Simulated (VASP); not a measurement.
BN, 2 atoms in the cell. The cell holds a slab with vacuum, 2 atoms: a = 2.509 Å, b = 2.509 Å, c = 20.000 Å, α = 90.00°, β = 90.00°, γ = 120.00°. 

| Quantity | Value |
| --- | --- |
| Program | VASP 6.6.1 |
| Task | relaxation of the atoms |
| Functional | PBE |
| Dispersion | D3(BJ) |
| Potentials or basis | VASP PAW PBE potentials, release 64 (B, N) |
| Cutoff | 520 eV |
| k mesh | 12 × 12 × 1 |
| Occupations | gaussian, width 0.05 eV |
| Spin | no spin polarisation |
| Dipole correction | yes |
| Further INCAR settings | ALGO = Normal; EDIFF = 1e-07; NELMDL = -8; IBRION = 2; EDIFFG = -0.04; NSW = 60 |

Potentials or basis: VASP PAW PBE potentials, release 64 (B, N).

The run is started by

```console
$ cat potpaw_PBE.64/B/POTCAR potpaw_PBE.64/N/POTCAR > POTCAR
$ mpirun -np 1 vasp_std > vasp.out
```

Hardware: 1 thread of Intel(R) Xeon(R) Platinum 8375C CPU @ 2.90GHz (Ice Lake) (shared host).

Estimate the wall time of this run.

It took 50 s on 1 thread of Intel(R) Xeon(R) Platinum 8375C CPU @ 2.90GHz (Ice Lake), on a shared host, peak memory 0.23 GiB. Counts: scf iterations 25, k points 19, ion steps 1.
